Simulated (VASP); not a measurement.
A run of VASP 6.6.1 is set up as follows.

INCAR

```
PREC = Accurate
ENCUT = 520
EDIFF = 1E-6
ISMEAR = -1
SIGMA = 0.13605693000000002
LREAL = False
LASPH = True
NELM = 60
ALGO = Normal
ISIF = 2
LWAVE = False
LCHARG = False
GGA = CA
NBANDS = 8
```

KPOINTS

```
Automatic mesh
0
Gamma
  18 18 18
```

POSCAR

```
N
1.0
    1.8105349293      0.0000000000      0.0000000000
    0.0000000000      1.8105349293      0.0000000000
    0.0000000000      0.0000000000      1.8105349293
N
1
Direct
    0.0000000000      0.0000000000      0.0000000000
```

Potentials or basis: VASP PAW LDA potentials, release 64 (N).

Launch:

```sh
$ cat potpaw_LDA.64/N/POTCAR > POTCAR
$ mpirun -np 1 vasp_std > vasp.out
```

(1) Predict the pressure.

## Answers

(1) 3.2 GPa.
